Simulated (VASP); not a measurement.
Input of a VASP 6.6.1 run:

The input INCAR:

```
SYSTEM = Ir
ALGO = Fast
EDIFF = 1E-6
ENCUT = 520
GGA = PS
ISIF = 2
ISMEAR = 0
ISPIN = 2
LASPH = .True.
LCHARG = .False.
LMAXMIX = 4
LORBIT = 11
LREAL = .False.
LWAVE = .False.
MAGMOM = 0.7 0.7
NBANDS = 20
NELM = 150
NUPDOWN = 1.4
PREC = Accurate
SIGMA = 0.15
```

The input KPOINTS:

```
k-points
0
Gamma
  21 21 12
  0 0 0
```

The input POSCAR:

```
Ir
1.0
    2.6053845842      0.0000000000      0.0000000000
   -1.3026922921      2.2563292365      0.0000000000
    0.0000000000      0.0000000000      4.2241311110
Ir
2
Direct
    0.6666666667      0.3333333333      0.7500000000
    0.3333333333      0.6666666667      0.2500000000
```

Potentials or basis: VASP PAW PBE potentials, release 64 (Ir).

Run with:

```console
$ cat potpaw_PBE.64/Ir/POTCAR > POTCAR
$ mpirun -np 1 vasp_std > vasp.out
```

(1) What does it give for the pressure?

Results:

(1) 75.9 GPa.

Caveat: the PAW data sets were made with another functional, which shifts forces and pressure a little; the total moment is fixed, so each spin has its own Fermi level.
